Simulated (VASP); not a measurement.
# Sb (Pm-3m) in VASP: notebook

The runs below take Sb through single point, with LDA.

Everything below comes from runs of VASP 6.6.1. Logs are shortened: lines on timing, memory, paths and dates and some standing lists are left out, and cuts for length are marked.

## 1. The cell of the first run

It takes space group Pm-3m (No. 221, cubic). The conventional cell has a = 3.042 Å, b = 3.042 Å, c = 3.042 Å, α = 90.00°, β = 90.00°, γ = 90.00°. Sb (site symmetry m-3m) has 6 Sb at 3.04 Å within 4.0 Å.

## 2. Single point, LDA (functional lda, volume scaled by 0.96)

File INCAR:

```
ALGO     = Normal         # electronic algorithm
EDIFF    = 1E-6           # SCF threshold, eV
ENCUT    = 520            # plane-wave cutoff, eV
GGA      = CA             # functional
ISIF     = 2              # what is computed and relaxed
ISMEAR   = -1             # smearing method
LASPH    = T              # aspherical terms in the spheres
LCHARG   = F              # write CHGCAR
LREAL    = F              # projectors in reciprocal space
LWAVE    = F              # write WAVECAR
NBANDS   = 8              # bands
NELM     = 80             # most SCF steps
PREC     = Accurate       # precision mode
SIGMA    = 0.05           # smearing width, eV
```

File KPOINTS:

```
k-points
0
Gamma
  12 12 12
```

File POSCAR:

```
Sb
1.0
    3.0416716961      0.0000000000      0.0000000000
    0.0000000000      3.0416716961      0.0000000000
    0.0000000000      0.0000000000      3.0416716961
Sb
1
Direct
    0.0000000000      0.0000000000      0.0000000000
```

Potentials or basis: VASP PAW LDA potentials, release 64 (Sb).

On the command line:

```sh
> cat potpaw_LDA.64/Sb/POTCAR > POTCAR
> mpirun -np 1 vasp_std > vasp.out
```

OUTCAR:

```text
EDIFF = 1E-6
   ENCUT = 520
   GGA = CA
   ISIF = 2
   ISMEAR = -1
   LASPH = T
   LREAL = F
   NELM = 80
   PREC = Accurate

 ion  position               nearest neighbor table
   1  0.000  0.000  0.000-

  LATTYP: Found a simple cubic cell.
 ALAT       =     3.0416716961

  Lattice vectors:

 A1 = (   3.0416716961,   0.0000000000,   0.0000000000)
 A2 = (   0.0000000000,   3.0416716961,   0.0000000000)
 A3 = (   0.0000000000,   0.0000000000,   3.0416716961)

Analysis of symmetry for initial positions (statically):
=====================================================================
 Subroutine PRICEL returns:
 Original cell was already a primitive cell.

 Routine SETGRP: Setting up the symmetry group for a
 simple cubic supercell.

 Subroutine GETGRP returns: Found 48 space group operations
 (whereof 48 operations were pure point group operations)
 out of a pool of 48 trial point group operations.

The static configuration has the point symmetry O_h .

Analysis of symmetry for dynamics (positions and initial velocities):
=====================================================================
 Subroutine PRICEL returns:
 Original cell was already a primitive cell.

 Routine SETGRP: Setting up the symmetry group for a
 simple cubic supercell.

 Subroutine GETGRP returns: Found 48 space group operations
 (whereof 48 operations were pure point group operations)
 out of a pool of 48 trial point group operations.

The dynamic configuration has the point symmetry O_h .

 Subroutine INISYM returns: Found 48 space group operations
 (whereof 48 operations are pure point group operations),
 and found     1 'primitive' translations

----------------------------------------------------------------------------------------

                                     Primitive cell

  volume of cell :      28.1408

  direct lattice vectors                    reciprocal lattice vectors
     3.041671696  0.000000000  0.000000000     0.328766580  0.000000000  0.000000000
     0.000000000  3.041671696  0.000000000     0.000000000  0.328766580  0.000000000
     0.000000000  0.000000000  3.041671696     0.000000000  0.000000000  0.328766580

  length of vectors
     3.041671696  3.041671696  3.041671696     0.328766580  0.328766580  0.328766580

  position of ions in fractional coordinates (direct lattice)
     0.000000000  0.000000000  0.000000000

  ion indices of the primitive-cell ions
   primitive index   ion index
                 1           1

----------------------------------------------------------------------------------------

 KPOINTS: k-points

Automatic generation of k-mesh.
 Grid dimensions read from file:
 generate k-points for:   12   12   12

 Generating k-lattice:

  Cartesian coordinates                     Fractional coordinates (reciprocal lattice)
     0.027397215  0.000000000  0.000000000     0.083333333  0.000000000  0.000000000
     0.000000000  0.027397215  0.000000000     0.000000000  0.083333333  0.000000000
     0.000000000  0.000000000  0.027397215     0.000000000  0.000000000  0.083333333

  Length of vectors
     0.027397215  0.027397215  0.027397215

  Shift w.r.t. Gamma in fractional coordinates (k-lattice)
     0.000000000  0.000000000  0.000000000

 Subroutine IBZKPT returns following result:
 ===========================================

 Found     84 irreducible k-points:

 Following reciprocal coordinates:
            Coordinates               Weight
  0.000000  0.000000  0.000000      1.000000
  0.083333  0.000000  0.000000      6.000000
  0.166667  0.000000  0.000000      6.000000
  0.250000  0.000000  0.000000      6.000000
  0.333333  0.000000  0.000000      6.000000
  0.416667  0.000000  0.000000      6.000000
[... 16 lines left out ...]
  0.333333  0.333333  0.000000     12.000000
  0.416667  0.333333  0.000000     24.000000
 [... further k-points ...]
   k-points           NKPTS =     84   k-points in BZ     NKDIM =     84   number of bands    NBANDS=      8
   number of dos      NEDOS =    301   number of ions     NIONS =      1
   total plane-waves  NPLWV =  13824
   dimension x,y,z NGX =    24 NGY =   24 NGZ =   24
   dimension x,y,z NGXF=    48 NGYF=   48 NGZF=   48
   ions per type =               1
   NGX,Y,Z   is equivalent  to a cutoff of  13.12, 13.12, 13.12 a.u.
   NGXF,Y,Z  is equivalent  to a cutoff of  26.23, 26.23, 26.23 a.u.
 SYSTEM =  unknown system
   PREC   = accura    normal or accurate (medium, high low for compatibility)
   ISTART =      0    job   : 0-new  1-cont  2-samecut
   ICHARG =      2    charge: 1-file 2-atom 10-const
   ISPIN  =      1    spin polarized calculation?
   LNONCOLLINEAR =      F non collinear calculations
   LSORBIT =      F    spin-orbit coupling
   LASPH  =      T    aspherical Exc in radial PAW
   ENCUT  =  520.0 eV  38.22 Ry    6.18 a.u.   5.66  5.66  5.66*2*pi/ulx,y,z
   NELM   =     80;   NELMIN=  2; NELMDL= -5     # of ELM steps
   EDIFF  = 0.1E-05   stopping-criterion for ELM
   LREAL  =      F    real-space projection
   EDIFFG = 0.1E-04   stopping-criterion for IOM
   NSW    =      0    number of steps for IOM
   IBRION =     -1    ionic relax: 0-MD 1-quasi-New 2-CG
   NFREE  =      0    steps in history (QN), initial steepest desc. (CG)
   ISIF   =      2    stress and relaxation
   ISYM   =      2    0-nonsym 1-usesym 2-fastsym
   POTIM  = 0.5000    time-step for ionic-motion
   TEBEG  =    0.0;   TEEND  =   0.0 temperature during run
   PSTRESS=    0.0 pullay stress
   NELECT =       5.0000    total number of electrons
   NUPDOWN=      -1.0000    fix difference up-down
   EMIN   =  10.00;   EMAX   =-10.00  energy-range for DOS
   EFERMI =   0.00;   METHOD = LEGACY
   ISMEAR =    -1;   SIGMA  =   0.05  broadening in eV -4-tet -1-fermi 0-gaus
   EFERMI_NEDOS =   21; number of points for ismear=-14 and -15
   IALGO  =     38    algorithm
   IMIX   =      4    mixing-type and parameters
     AMIX     =   0.40;   BMIX     =  1.00
     AMIX_MAG =   1.60;   BMIX_MAG =  1.00
  volume/ion in A,a.u.               =      28.14       189.90
  Fermi-wavevector in a.u.,A,eV,Ry     =   0.920349  1.739207 11.524707  0.847042
  Thomas-Fermi vector in A             =   2.045644
   LORBIT       =      0    0 simple, 1 ext, 2 COOP (PROOUT), +10 PAW based schemes
   GGA     = CA    functional components
   LHFCALC =     F    Hartree Fock is set to
   AEXX    =    0.0000 exact exchange contribution
   IVDW    =     0    specifies the selected vdW correction
   LEPSILON=     F    determine dielectric tensor
   LRPA    =     F    only Hartree local field effects (RPA)
 non-spin polarized calculation
  energy-cutoff  :      520.00
  volume of cell :       28.14
 maximum number of plane-waves:       772
 NGX is ok and might be reduce to    24
   NGX = 11   NGY = 11   NGZ = 11

 number of electron       4.9999999 magnetization

 Free energy of the ion-electron system (eV)
  ---------------------------------------------------
  ext. energy  EPLUGINS =         0.00000000
  ---------------------------------------------------
  free energy    TOTEN  =        -4.77954010 eV

  energy without entropy =       -4.77343923  energy(sigma->0) =       -4.77648967

 E-fermi :   7.8516     XC(G=0): -10.0471

 val. band max:        7.8277152173   @ k =   0.4167   0.2500   0.0833
 cond. band min:       7.8540288968   @ k =   0.4167   0.3333   0.3333
 fundamental gap:      0.0263136795
 Fermi energy:         7.8515833249

 k-point     1 :       0.0000    0.0000    0.0000
  band No.  band energies     occupation
      1      -5.1095      2.00000
      2      11.1307      0.00000
      3      11.1307      0.00000
      4      11.1307      0.00000
      5      14.7055      0.00000
      6      14.7055      0.00000
      7      16.3135      0.00000
      8      24.5400      0.00000

 k-point     2 :       0.0833    0.0000    0.0000
  band No.  band energies     occupation
      1      -5.0028      2.00000
      2       9.8556      0.00000
      3      11.2371      0.00000
      4      11.2371      0.00000
      5      14.7847      0.00000
      6      15.4385      0.00000
      7      17.0538      0.00000
      8      23.9671      0.00000

 k-point     3 :       0.1667    0.0000    0.0000
  band No.  band energies     occupation
      1      -4.6865      2.00000
      2       7.7227      1.85877
      3      11.5458      0.00000
      4      11.5458      0.00000
      5      15.0206      0.00000
      6      15.9657      0.00000
      7      19.2220      0.00000
      8      22.8077      0.00000

 k-point     4 :       0.2500    0.0000    0.0000
  band No.  band energies     occupation
      1      -4.1749      2.00000
      2       5.6294      2.00000
      3      12.0207      0.00000
      4      12.0207      0.00000
      5      15.4059      0.00000
      6      16.4583      0.00000
      7      21.5357      0.00000
      8      21.5362      0.00000

 k-point     5 :       0.3333    0.0000    0.0000
  band No.  band energies     occupation
      1      -3.5109      2.00000
      2       3.7833      2.00000
      3      12.5857      0.00000
      4      12.5857      0.00000
      5      15.9168      0.00000
      6      17.0936      0.00000
      7      20.3558      0.00000
      8      20.3558      0.00000
[... 177 lines left out ...]
 k-point    22 :       0.5000    0.2500    0.0000
  band No.  band energies     occupation
      1      -1.5296      2.00000
      2       2.6520      2.00000
      3       7.9922      0.11341
      4      12.8635      0.00000
      5      14.2300      0.00000
      6      18.5972      0.00000
      7      19.7579      0.00000
      8      19.7735      0.00000

 k-point    23 :       0.3333    0.3333    0.0000
  band No.  band energies     occupation
      1      -1.8952      2.00000
      2       5.0150      2.00000
      3       5.5318      2.00000
      4      12.9043      0.00000
      5      14.0690      0.00000
      6      17.9570      0.00000
      7      21.3669      0.00000
      8      21.3860      0.00000

 k-point    24 :       0.4167    0.3333    0.0000
  band No.  band energies     occupation
      1      -1.1906      2.00000
      2       3.8121      2.00000
      3       5.8615      2.00000
      4      11.7524      0.00000
      5      14.5880      0.00000
      6      18.6709      0.00000
      7      20.5365      0.00000
      8      21.0490      0.00000

 [... further k-points ...]
[... 5 lines left out ...]
  --------------------------------------------------------------------------------------
  -------------------------------------------------------------------------------------
  Total        0.0342935      0.0342935      0.0342935      0.0000000      0.0000000     -0.0000000
  in kB        1.9524720      1.9524720      1.9524720      0.0000000      0.0000000     -0.0000000
  external PRESSURE =       1.9524720 kB  Pullay stress =       0.0000000 kB

 VOLUME and BASIS-vectors are now :
 -----------------------------------------------------------------------------
  energy-cutoff  :      520.00
  volume of cell :       28.14
      direct lattice vectors                 reciprocal lattice vectors
     3.041671696  0.000000000  0.000000000     0.328766580  0.000000000  0.000000000
     0.000000000  3.041671696  0.000000000     0.000000000  0.328766580  0.000000000
     0.000000000  0.000000000  3.041671696     0.000000000  0.000000000  0.328766580

 POSITION                                       TOTAL-FORCE (eV/Angst)
 -----------------------------------------------------------------------------------
      0.00000      0.00000      0.00000         0.000000      0.000000      0.000000
 -----------------------------------------------------------------------------------
    total drift:                               -0.000000      0.000000      0.000000

  FREE ENERGIE OF THE ION-ELECTRON SYSTEM (eV)
  ---------------------------------------------------
  free  energy   TOTEN  =        -4.7795401044 eV

  energy  without entropy=       -4.7734392297  energy(sigma->0) =       -4.77648967
```

Run time: 3.6 s. Hardware: 1 thread of Intel Xeon 6975P-C (Granite Rapids), shared host; peak memory 0.13 GiB.

Results:

```
Free energy : -4.7795 eV
Pressure    : 0.2 GPa
```

Caveat: the cell differs from its parent crystal (functional lda, volume scaled by 0.96); spin-orbit coupling is left out, which moves the levels of the heavy elements.

## 3. Single point, LDA

This run uses another cell than the first one, of 29.31 Å³/atom, 1.042 times its volume.

File INCAR:

```
SYSTEM = Sb
ALGO = Normal
EDIFF = 1E-7
ENCUT = 520
ISIF = 2
ISMEAR = -1
LASPH = .True.
LCHARG = .False.
LREAL = .False.
LWAVE = .False.
NBANDS = 8
NELM = 60
PREC = Accurate
SIGMA = 0.05
```

File KPOINTS:

```
k-points
0
Gamma
  12 12 12
  0 0 0
```

File POSCAR:

```
Sb
1.0
    3.0833436100      0.0000000000      0.0000000000
    0.0000000000      3.0833436100      0.0000000000
    0.0000000000      0.0000000000      3.0833436100
Sb
1
Direct
    0.0000000000      0.0000000000      0.0000000000
```

Potentials or basis: VASP PAW LDA potentials, release 64 (Sb).

On the command line:

```sh
> cat potpaw_LDA.64/Sb/POTCAR > POTCAR
> mpirun -np 1 vasp_std > vasp.out
```

It took 3.8 s on 1 thread of Intel Xeon 6975P-C (Granite Rapids), shared host; peak memory 0.13 GiB.

The run converged. Its results:

```yaml
Free_energy: -4.7718 eV
Pressure: -2.2 GPa
```

Levels at points of the mesh, in eV from the Fermi level:
| k point | band 1 | band 2 | band 3 | band 4 | band 5 | band 6 | band 7 | band 8 |
| --- | --- | --- | --- | --- | --- | --- | --- | --- |
| (0.00, 0.00, 0.00) | -12.62 | 3.19 | 3.19 | 3.19 | 6.83 | 6.83 | 8.22 | 16.52 |
| (0.50, 0.00, 0.00) | -10.15 | -5.76 | 5.23 | 5.23 | 8.83 | 10.53 | 11.17 | 11.17 |
| (0.50, 0.50, 0.00) | -7.54 | -3.68 | -3.68 | 2.05 | 7.30 | 12.50 | 12.88 | 12.88 |
| (0.50, 0.50, 0.50) | -4.62 | -1.73 | -1.73 | -1.73 | 4.74 | 4.74 | 4.74 | 6.79 |

Caveat: spin-orbit coupling is left out, which moves the levels of the heavy elements.
